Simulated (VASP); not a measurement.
Write the native input for VASP 6.6.1 that does the following.

| Quantity | Value |
| --- | --- |
| Task | single point |
| Functional | BLYP |
| Dispersion | D3(BJ) |
| Potentials or basis | VASP PAW PBE potentials, release 64 (Ti_sv, Te) |
| Cutoff | 520 eV |
| k mesh | 8 × 8 × 4 |
| Occupations | gaussian, width 0.05 eV |
| Spin | no spin polarisation |
| Dipole correction | no |
| Further INCAR settings | ALGO = Normal; EDIFF = 1e-06; NBANDS = 19 |

The structure of TiTe2 lies in POSCAR:

```
TiTe2
1.0
    3.7998339858      0.0000000000      0.0000000000
   -1.8999169929      3.2907527619      0.0000000000
    0.0000000000      0.0000000000      6.4201361884
Ti Te
1 2
Direct
    0.0000000000      0.0000000000      0.0000000000
    0.3333333333      0.6666666667      0.2643941894
    0.6666666667      0.3333333333      0.7356058106
```

One way to write it, as run:

INCAR

```
SYSTEM = TiTe2
PREC = Accurate
ENCUT = 520
EDIFF = 1E-6
ISMEAR = 0
SIGMA = 0.05
LREAL = .False.
LASPH = .True.
NELM = 60
ALGO = Normal
ISIF = 2
LWAVE = .False.
LCHARG = .False.
GGA = B5
ALDAX = 1.0
AGGAX = 1.0
AGGAC = 1.0
ALDAC = 0.0
IVDW = 12
VDW_S6 = 1.0
VDW_S8 = 2.6996
VDW_A1 = 0.4298
VDW_A2 = 4.2359
NBANDS = 19
```

KPOINTS

```
Automatic mesh
0
Gamma
  8 8 4
  0 0 0
```

Potentials or basis: VASP PAW PBE potentials, release 64 (Ti_sv, Te).

Command:

```sh
$ cat potpaw_PBE.64/Ti_sv/POTCAR potpaw_PBE.64/Te/POTCAR > POTCAR
$ mpirun -np 1 vasp_std > vasp.out
```

It gave:

```json
{"Pressure": "-1.8 GPa", "Largest force": "0.039 eV/Å", "Band gap on the k mesh": "zero (band 12 reaches 7.65 eV, above the bottom of band 13 at 7.05 eV)", "Dispersion energy per atom": "-1.157 eV"}
```

Caveat: the PAW data sets were made with another functional, which shifts forces and pressure a little; spin-orbit coupling is left out, which moves the levels of the heavy elements.

Run time: 56 s on 1 thread of AMD EPYC 9R45 96-Core Processor (Zen 5), with other jobs on the host, peak memory 0.19 GiB.
